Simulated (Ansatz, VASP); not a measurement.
# One calculation of Ti2NbB3, two programs

```xyz
6
Lattice="2.6731 0.0000 0.0000 0.0000 2.6731 0.0000 0.0000 0.0000 9.7455" Properties=species:S:1:pos:R:3 pbc="T T T"
Ti    1.3365    1.3365    7.1925
Ti    1.3365    1.3365    2.5530
Nb    0.0000    0.0000    0.0000
B     0.0000    0.0000    5.7108
B     0.0000    0.0000    4.0347
B     1.3365    1.3365    4.8727
```

Change from the starting cell: species swapped into the Er2Mg3Ru type (P4/mmm, No. 123).

Alike in both runs: functional PBE; k mesh 14 × 14 × 4; occupations gaussian, width 0.1 eV; no spin polarisation.

Ansatz relaxed the structure, and its values are those at the end. VASP's run is a single point on that final structure, the one shown.

|  | VASP | Ansatz |
| --- | --- | --- |
| version | VASP 6.6.1 | Ansatz 0.2.0 |
| potentials or method | VASP PAW PBE potentials, release 64 (Ti_sv, Nb_sv, B), cutoff 520 eV | scalar-relativistic, plane waves, PAW |
| valence electrons in the cell | 46 | 46 |

```csv
,VASP,Ansatz,Ansatz less VASP
gap on the k mesh at the Fermi level (eV),none,none,-
pressure (GPa),-0.1,0.0,+0.07
rms of the force components (eV/Å),0.007,0.001,-0.0069
```

A gap of «none» marks a metal or a gap that the smearing closes.
